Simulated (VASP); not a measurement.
Write the native input for VASP 6.6.1 that does the following.

```yaml
Task: single point
Functional: PBE
Potentials_or_basis: VASP PAW PBE potentials, release 64 (Cd, S)
Cutoff: 520 eV
k_mesh: 5 × 2 × 1
Occupations: gaussian, width 0.1 eV
Spin: no spin polarisation
Hubbard_terms: Cd d U = 5.2 eV
Dipole_correction: no
Further_INCAR_settings: ALGO = Normal; EDIFF = 1e-06; NBANDS = 16; ISYM = 0
```

The structure of CdS lies in POSCAR:

```
CdS
1.0
    0.0000000000      2.7532440000      2.7532440000
    2.7532440000      0.0000000000      2.7532440000
    2.7532440000      2.7532440000      0.0000000000
Cd S
1 1
Direct
    0.0000000000      0.0000000000      0.0000000000
    0.5000000000      0.5000000000      0.5000000000
```

The input as run:

INCAR

```
SYSTEM = CdS
  PREC = Accurate
  ENCUT = 520
  EDIFF = 1E-6
  ISMEAR = 0
  SIGMA = 0.1
  LREAL = .FALSE.
  LASPH = .TRUE.
  NELM = 150
  ALGO = Normal
  ISIF = 2
  LWAVE = .FALSE.
  LCHARG = .FALSE.
  LDAU = .TRUE.
  LDAUTYPE = 2
  LDAUL = 2 -1
  LDAUU = 5.2 0
  LDAUJ = 0 0
  LDAUPRINT = 1
  GGA = PE
  ISYM = 0
  NBANDS = 16
```

KPOINTS

```
regular mesh
0
G
  5 2 1
  0 0 0
```

Potentials or basis: VASP PAW PBE potentials, release 64 (Cd, S).

Launch:

```sh
$ cat potpaw_PBE.64/Cd/POTCAR potpaw_PBE.64/S/POTCAR > POTCAR
$ mpirun -np 1 vasp_std > vasp.out
```

Results of the run:

* Pressure: 5.7 GPa
* Band gap on the k mesh: 0.75 eV, indirect (least direct gap 1.27 eV)

Caveat: the k points lie up to 1.98 Å⁻¹ apart.

Run time: 5.7 s on 1 thread of Intel(R) Xeon(R) Platinum 8488C (Sapphire Rapids), with other jobs on the host, peak memory 0.16 GiB.
